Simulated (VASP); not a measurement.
# Se (P3_121) in VASP: further runs

The runs below take Se through single point, with PBE+D3(BJ).

Program: VASP 6.6.1. These are calculated values, not measurements. Logs are shortened: lines on timing, memory, paths and dates and some standing lists are left out, and cuts for length are marked.

## 1. The cell of the first run

Symmetry: P3_121, No. 152, trigonal system. Conventional cell: a = 3.883 Å, b = 3.883 Å, c = 5.628 Å, α = 90.00°, β = 90.00°, γ = 120.00°. Within 3.0 Å of Se (site symmetry 2) lie 2 Se at 2.25 Å.

## 2. Single point, PBE+D3(BJ)

INCAR reads:

```
SYSTEM = Se
ALGO     = Normal         ! electronic algorithm
EDIFF    = 1E-6           ! SCF threshold, eV
ENCUT    = 520            ! plane-wave cutoff, eV
GGA      = PE             ! functional
ISIF     = 2              ! what is computed and relaxed
ISMEAR   = 0              ! smearing method
IVDW     = 12             ! dispersion correction
LASPH    = .True.         ! aspherical terms in the spheres
LCHARG   = .False.        ! write CHGCAR
LREAL    = .False.        ! projectors in reciprocal space
LWAVE    = .False.        ! write WAVECAR
NBANDS   = 16             ! bands
NELM     = 80             ! most SCF steps
PREC     = Accurate       ! precision mode
SIGMA    = 0.05           ! smearing width, eV
```

KPOINTS reads:

```
k-points
0
Gamma
  9 9 8
  0 0 0
```

POSCAR reads:

```
Se
1.0
    3.8829940266      0.0000000000      0.0000000000
   -1.9414970133      3.3627714698      0.0000000000
    0.0000000000      0.0000000000      5.6283998416
Se
3
Direct
    0.1858920228      0.0000000000      0.3333333333
    0.0000000000      0.1858920228      0.6666666667
    0.8141079772      0.8141079772      0.0000000000
```

Potentials or basis: VASP PAW PBE potentials, release 64 (Se).

On the command line:

```sh
$ cat potpaw_PBE.64/Se/POTCAR > POTCAR
$ mpirun -np 1 vasp_std > vasp.out
```

OUTCAR:

```text
SYSTEM = Se
   EDIFF = 1E-6
   ENCUT = 520
   GGA = PE
   ISIF = 2
   ISMEAR = 0
   IVDW = 12
   LASPH = .True.
   LREAL = .False.
   NELM = 80
   PREC = Accurate
 IVDW          = 12

 ion  position               nearest neighbor table
   1  0.186  0.000  0.333-   3 2.25   2 2.25
   2  0.000  0.186  0.667-   3 2.25   1 2.25
   3  0.814  0.814  0.000-   1 2.25   2 2.25

  LATTYP: Found a hexagonal cell.
 ALAT       =     3.8829940266
 C/A-ratio  =     1.4495000000

  Lattice vectors:

 A1 = (   3.8829940266,   0.0000000000,   0.0000000000)
 A2 = (  -1.9414970133,   3.3627714698,   0.0000000000)
 A3 = (   0.0000000000,   0.0000000000,   5.6283998416)

Analysis of symmetry for initial positions (statically):
=====================================================================
 Subroutine PRICEL returns:
 Original cell was already a primitive cell.

 Routine SETGRP: Setting up the symmetry group for a
 hexagonal supercell.

 Subroutine GETGRP returns: Found  6 space group operations
 (whereof  2 operations were pure point group operations)
 out of a pool of 24 trial point group operations.

The static configuration has the point symmetry C_2 .
 The point group associated with its full space group is D_3 .

Analysis of symmetry for dynamics (positions and initial velocities):
=====================================================================
 Subroutine PRICEL returns:
 Original cell was already a primitive cell.

 Routine SETGRP: Setting up the symmetry group for a
 hexagonal supercell.

 Subroutine GETGRP returns: Found  6 space group operations
 (whereof  2 operations were pure point group operations)
 out of a pool of 24 trial point group operations.

The dynamic configuration has the point symmetry C_2 .
 The point group associated with its full space group is D_3 .

 Subroutine INISYM returns: Found  6 space group operations
 (whereof  2 operations are pure point group operations),
 and found     1 'primitive' translations

----------------------------------------------------------------------------------------

                                     Primitive cell

  volume of cell :      73.4935

  direct lattice vectors                    reciprocal lattice vectors
     3.882994027  0.000000000  0.000000000     0.257533232  0.148686881  0.000000000
    -1.941497013  3.362771470  0.000000000     0.000000000  0.297373761  0.000000000
     0.000000000  0.000000000  5.628399842     0.000000000  0.000000000  0.177670391

  length of vectors
     3.882994027  3.882994027  5.628399842     0.297373761  0.297373761  0.177670391

  position of ions in fractional coordinates (direct lattice)
     0.185892023  0.000000000  0.333333333
     0.000000000  0.185892023  0.666666667
     0.814107977  0.814107977  0.000000000

  ion indices of the primitive-cell ions
   primitive index   ion index
                 1           1
                 2           2
                 3           3

----------------------------------------------------------------------------------------

 KPOINTS: k-points

Automatic generation of k-mesh.
 Grid dimensions read from file:
 generate k-points for:    9    9    8

 Generating k-lattice:

  Cartesian coordinates                     Fractional coordinates (reciprocal lattice)
     0.028614804  0.016520765  0.000000000     0.111111111  0.000000000  0.000000000
     0.000000000  0.033041529  0.000000000     0.000000000  0.111111111  0.000000000
     0.000000000  0.000000000  0.022208799     0.000000000  0.000000000  0.125000000

  Length of vectors
     0.033041529  0.033041529  0.022208799

  Shift w.r.t. Gamma in fractional coordinates (k-lattice)
     0.000000000  0.000000000  0.000000000

 Subroutine IBZKPT returns following result:
 ===========================================

 Found     81 irreducible k-points:

 Following reciprocal coordinates:
            Coordinates               Weight
  0.000000  0.000000  0.000000      1.000000
  0.111111  0.000000  0.000000      6.000000
  0.222222  0.000000  0.000000      6.000000
  0.333333  0.000000  0.000000      6.000000
  0.444444  0.000000  0.000000      6.000000
  0.111111  0.111111  0.000000      6.000000
[... 16 lines left out ...]
  0.222222  0.111111  0.125000     12.000000
 -0.111111  0.333333  0.125000     12.000000
 [... further k-points ...]
   k-points           NKPTS =     81   k-points in BZ     NKDIM =     81   number of bands    NBANDS=     16
   number of dos      NEDOS =    301   number of ions     NIONS =      3
   total plane-waves  NPLWV =  37800
   dimension x,y,z NGX =    30 NGY =   30 NGZ =   42
   dimension x,y,z NGXF=    60 NGYF=   60 NGZF=   84
   ions per type =               3
   NGX,Y,Z   is equivalent  to a cutoff of  12.84, 12.84, 12.41 a.u.
   NGXF,Y,Z  is equivalent  to a cutoff of  25.69, 25.69, 24.81 a.u.
 SYSTEM =  Se
   PREC   = accura    normal or accurate (medium, high low for compatibility)
   ISTART =      0    job   : 0-new  1-cont  2-samecut
   ICHARG =      2    charge: 1-file 2-atom 10-const
   ISPIN  =      1    spin polarized calculation?
   LNONCOLLINEAR =      F non collinear calculations
   LSORBIT =      F    spin-orbit coupling
   LASPH  =      T    aspherical Exc in radial PAW
   ENCUT  =  520.0 eV  38.22 Ry    6.18 a.u.   7.22  7.22 10.47*2*pi/ulx,y,z
   NELM   =     80;   NELMIN=  2; NELMDL= -5     # of ELM steps
   EDIFF  = 0.1E-05   stopping-criterion for ELM
   LREAL  =      F    real-space projection
   EDIFFG = 0.1E-04   stopping-criterion for IOM
   NSW    =      0    number of steps for IOM
   IBRION =     -1    ionic relax: 0-MD 1-quasi-New 2-CG
   NFREE  =      0    steps in history (QN), initial steepest desc. (CG)
   ISIF   =      2    stress and relaxation
   ISYM   =      2    0-nonsym 1-usesym 2-fastsym
   POTIM  = 0.5000    time-step for ionic-motion
   TEBEG  =    0.0;   TEEND  =   0.0 temperature during run
   PSTRESS=    0.0 pullay stress
   NELECT =      18.0000    total number of electrons
   NUPDOWN=      -1.0000    fix difference up-down
   EMIN   =  10.00;   EMAX   =-10.00  energy-range for DOS
   EFERMI =   0.00;   METHOD = LEGACY
   ISMEAR =     0;   SIGMA  =   0.05  broadening in eV -4-tet -1-fermi 0-gaus
   EFERMI_NEDOS =   21; number of points for ismear=-14 and -15
   IALGO  =     38    algorithm
   IMIX   =      4    mixing-type and parameters
     AMIX     =   0.40;   BMIX     =  1.00
     AMIX_MAG =   1.60;   BMIX_MAG =  1.00
  volume/ion in A,a.u.               =      24.50       165.32
  Fermi-wavevector in a.u.,A,eV,Ry     =   1.024274  1.935597 14.274368  1.049136
  Thomas-Fermi vector in A             =   2.158052
   LORBIT       =      0    0 simple, 1 ext, 2 COOP (PROOUT), +10 PAW based schemes
   GGA     = PE    functional components
   LHFCALC =     F    Hartree Fock is set to
   AEXX    =    0.0000 exact exchange contribution
   IVDW    =    12    specifies the selected vdW correction
   LEPSILON=     F    determine dielectric tensor
   LRPA    =     F    only Hartree local field effects (RPA)
 non-spin polarized calculation
 Gauss-broadening in eV      SIGMA  =   0.05
  energy-cutoff  :      520.00
  volume of cell :       73.49
 maximum number of plane-waves:      2000
 NGX is ok and might be reduce to    30

 number of electron      17.9999995 magnetization

 Free energy of the ion-electron system (eV)
  ---------------------------------------------------
  ext. energy  EPLUGINS =         0.00000000
  ---------------------------------------------------
  free energy    TOTEN  =        -9.37349810 eV

  energy without entropy =       -9.37276690  energy(sigma->0) =       -9.37313250

 E-fermi :   3.6020     XC(G=0):  -9.3475

 val. band max:        3.5851186138   @ k =   0.0000   0.0000   0.1250
 cond. band min:       3.6550071062   @ k =   0.4444   0.0000   0.5000
 fundamental gap:      0.0698884924
 Fermi energy:         3.6019729683

 k-point     1 :       0.0000    0.0000    0.0000
  band No.  band energies     occupation
      1     -13.0612      2.00000
      2      -8.9746      2.00000
      3      -8.9746      2.00000
      4      -0.0009      2.00000
      5      -0.0009      2.00000
      6       0.9408      2.00000
[... 8 lines left out ...]
     15       9.5391      0.00000
     16      12.4724      0.00000

 k-point     2 :       0.1111    0.0000    0.0000
  band No.  band energies     occupation
      1     -12.9966      2.00000
      2      -8.9585      2.00000
      3      -8.9300      2.00000
      4      -0.5673      2.00000
      5      -0.2062      2.00000
      6       0.8360      2.00000
[... 8 lines left out ...]
     15      10.4316      0.00000
     16      12.0304      0.00000

 k-point     3 :       0.2222    0.0000    0.0000
  band No.  band energies     occupation
      1     -12.8226      2.00000
      2      -8.9295      2.00000
      3      -8.8129      2.00000
      4      -1.4981      2.00000
      5      -0.6423      2.00000
      6       0.5894      2.00000
[... 8 lines left out ...]
     15      11.0673      0.00000
     16      11.8084      0.00000

 k-point     4 :       0.3333    0.0000    0.0000
  band No.  band energies     occupation
      1     -12.6027      2.00000
      2      -8.9249      2.00000
      3      -8.6708      2.00000
      4      -2.2121      2.00000
      5      -1.0653      2.00000
      6       0.2507      2.00000
[... 8 lines left out ...]
     15      11.4770      0.00000
     16      12.6776      0.00000
[... 324 lines left out ...]
 k-point    22 :       0.1111    0.1111    0.1250
  band No.  band energies     occupation
      1     -12.8114      2.00000
      2      -9.7789      2.00000
      3      -7.9423      2.00000
      4      -1.3684      2.00000
      5      -0.6635      2.00000
      6       0.7173      2.00000
[... 8 lines left out ...]
     15      11.4345      0.00000
     16      11.6769      0.00000

 k-point    23 :       0.2222    0.1111    0.1250
  band No.  band energies     occupation
      1     -12.6140      2.00000
      2      -9.6611      2.00000
      3      -7.9395      2.00000
      4      -1.9684      2.00000
      5      -1.0859      2.00000
      6       0.2748      2.00000
[... 8 lines left out ...]
     15      11.5577      0.00000
     16      12.3295      0.00000

 k-point    24 :      -0.1111    0.3333    0.1250
  band No.  band energies     occupation
      1     -12.6132      2.00000
      2      -9.6713      2.00000
      3      -7.9203      2.00000
      4      -1.8974      2.00000
      5      -1.3604      2.00000
      6       0.4991      2.00000
[... 8 lines left out ...]
     15      11.5724      0.00000
     16      12.3970      0.00000

 [... further k-points ...]

------------------------ aborting loop because EDIFF is reached ----------------------------------------

 Edisp (eV)   -1.06947

 E8    (eV) :    -0.4425

  FORCE on cell =-STRESS in cart. coord.  units (eV):
  Direction    XX          YY          ZZ          XY          YZ          ZX
  --------------------------------------------------------------------------------------
  -------------------------------------------------------------------------------------
  Total       3.28416     3.28416     7.43346    -0.00000     0.00000     0.00000
  in kB      71.59561    71.59561   162.05125    -0.00000     0.00000     0.00000
  external pressure =      101.75 kB  Pullay stress =        0.00 kB

 VOLUME and BASIS-vectors are now :
 -----------------------------------------------------------------------------
  energy-cutoff  :      520.00
  volume of cell :       73.49
      direct lattice vectors                 reciprocal lattice vectors
     3.882994027  0.000000000  0.000000000     0.257533232  0.148686881  0.000000000
    -1.941497013  3.362771470  0.000000000     0.000000000  0.297373761  0.000000000
     0.000000000  0.000000000  5.628399842     0.000000000  0.000000000  0.177670391

 POSITION                                       TOTAL-FORCE (eV/Angst)
 -----------------------------------------------------------------------------------
      0.72182      0.00000      1.87613         2.969972     -0.000000     -0.000000
     -0.36091      0.62511      3.75227        -1.484986      2.572071      0.000000
      1.58059      2.73766      0.00000        -1.484986     -2.572071     -0.000000
 -----------------------------------------------------------------------------------
    total drift:                               -0.000000     -0.000000      0.000000

  FREE ENERGIE OF THE ION-ELECTRON SYSTEM (eV)
  ---------------------------------------------------
  free  energy   TOTEN  =       -10.4429714145 eV

  energy  without entropy=      -10.4422402219  energy(sigma->0) =      -10.44260582
```

Wall time 2.2 min (1 thread of Intel Xeon 8259CL, shared host); peak memory 0.23 GiB.

Results:

| Property | Result |
| --- | --- |
| Free energy | -10.4430 eV |
| Pressure | 10.2 GPa |
| Largest force | 2.970 eV/Å |
| Band gap on the k mesh | zero (bands 9 and 10 overlap by 0.11 eV) |
| Dispersion energy per atom | -0.356 eV |

Forces on the atoms (eV/Å):
```
Se   2.970  0.000  0.000
Se  -1.485  2.572  0.000
Se  -1.485 -2.572  0.000
```

Stress tensor (GPa, compression positive):
```
 7.16  0.00  0.00
 0.00  7.16  0.00
 0.00  0.00 16.21
```

Caveat: the stress differs along the axes, from 7 to 16 GPa; forces of over 1 eV/Å act on the atoms, so gaps and moduli don't describe the material at rest.

## 3. Single point, PBE+D3(BJ)

This run uses another cell than the first one, of the same volume but with other edges.

INCAR reads:

```
PREC = Accurate
ENCUT = 520
EDIFF = 1E-6
ISMEAR = 0
SIGMA = 0.05
LREAL = False
LASPH = True
NELM = 100
ALGO = Normal
ISIF = 2
LWAVE = False
LCHARG = False
GGA = PE
IVDW = 12
NBANDS = 16
```

KPOINTS reads:

```
Automatic mesh
0
Gamma
  9 9 8
```

POSCAR reads:

```
Se
1.0
    4.0025012891      0.0000000000      0.0000000000
   -2.0012506446      3.4662677951      0.0000000000
    0.0000000000      0.0000000000      5.2973104561
Se
3
Direct
    0.2780715923      0.0000000000      0.3333333333
    0.0000000000      0.2780715923      0.6666666667
    0.7219284077      0.7219284077      0.0000000000
```

Potentials or basis: VASP PAW PBE potentials, release 64 (Se).

On the command line:

```sh
$ cat potpaw_PBE.64/Se/POTCAR > POTCAR
$ mpirun -np 1 vasp_std > vasp.out
```

Run time: 2.3 min. Hardware: 1 thread of Intel Xeon 8259CL, shared host; peak memory 0.23 GiB.

Results (log left out):

```
Free energy                : -11.3126 eV
Pressure                   : -4.9 GPa
Largest force              : 0.714 eV/Å
Band gap on the k mesh     : 0.22 eV
Dispersion energy per atom : -0.357 eV
```

Forces on the atoms (eV/Å):
```
Se  -0.714  0.000  0.000
Se   0.357 -0.619  0.000
Se   0.357  0.619  0.000
```

Stress tensor (GPa, compression positive):
```
-4.28  0.00  0.00
 0.00 -4.28  0.00
 0.00  0.00 -6.12
```

Levels at points of the mesh, in eV from the valence-band top:
| k point | band 6 | band 7 | band 8 | band 9 | band 10 | band 11 | band 12 | band 13 |
| --- | --- | --- | --- | --- | --- | --- | --- | --- |
| (0.00, 0.00, 0.00) | -2.98 | -1.82 | -1.82 | -1.01 | 1.14 | 1.14 | 1.74 | 6.58 |
| (0.00, 0.00, 0.50) | -2.82 | -1.29 | -1.01 | -1.01 | 0.36 | 0.36 | 0.48 | 5.51 |

Caveat: the cell stands under tension; semilocal functionals underestimate gaps, and a narrow one can read as zero.

## 4. Single point, PBE+D3(BJ)

INCAR reads:

```
SYSTEM = Se
ALGO     = Normal         ! electronic algorithm
EDIFF    = 1E-6           ! SCF threshold, eV
ENCUT    = 520            ! plane-wave cutoff, eV
GGA      = PE             ! functional
ISIF     = 2              ! what is computed and relaxed
ISMEAR   = 0              ! smearing method
IVDW     = 12             ! dispersion correction
LASPH    = .True.         ! aspherical terms in the spheres
LCHARG   = .True.         ! write CHGCAR
LELF     = .True.         ! ELF
LREAL    = .False.        ! projectors in reciprocal space
LVHAR    = .True.       
LWAVE    = .False.        ! write WAVECAR
NBANDS   = 16             ! bands
NELM     = 60             ! most SCF steps
PREC     = Accurate       ! precision mode
SIGMA    = 0.05           ! smearing width, eV
```

KPOINTS reads:

```
k-points
0
Gamma
  9 9 8
  0 0 0
```

POSCAR reads:

```
Se
1.0
    3.8829940266      0.0000000000      0.0000000000
   -1.9414970133      3.3627714698      0.0000000000
    0.0000000000      0.0000000000      5.6283998416
Se
3
Direct
    0.2319818075      0.0000000000      0.3333333333
    0.0000000000      0.2319818075      0.6666666667
    0.7680181925      0.7680181925      0.0000000000
```

On the command line:

```sh
$ cat potpaw_PBE.64/Se/POTCAR > POTCAR
$ mpirun -np 1 vasp_std > vasp.out
```

It took 2.1 min on 1 thread of Intel Xeon 8259CL, shared host; peak memory 0.24 GiB.

Results (log left out):

- Free energy: -11.3159 eV
- Pressure: -0.6 GPa
- Largest force: 0.440 eV/Å
- Band gap on the k mesh: zero (bands 9 and 10 overlap by 0.06 eV)
- Dispersion energy per atom: -0.357 eV

Forces in eV/Å, atoms in the order of the input:
```
Se   0.440  0.000  0.000
Se  -0.220  0.381  0.000
Se  -0.220 -0.381  0.000
```

Stress tensor (GPa, compression positive):
```
 1.49  0.00  0.00
 0.00  1.49  0.00
 0.00  0.00 -4.78
```

Levels at points of the mesh, in eV from the Fermi level:
| k point | band 7 | band 8 | band 9 | band 10 | band 11 | band 12 |
| --- | --- | --- | --- | --- | --- | --- |
| (0.00, 0.00, 0.00) | -1.28 | -1.28 | 0.03 | 1.37 | 1.37 | 3.07 |
| (0.00, 0.00, 0.50) | -1.18 | -0.70 | -0.70 | 0.90 | 1.86 | 1.86 |

Caveat: the stress differs along the axes, from -5 to 1 GPa.

[end of part 1 of 2]

The gap in the log of VASP goes by the Fermi energy; the results here count the filled bands.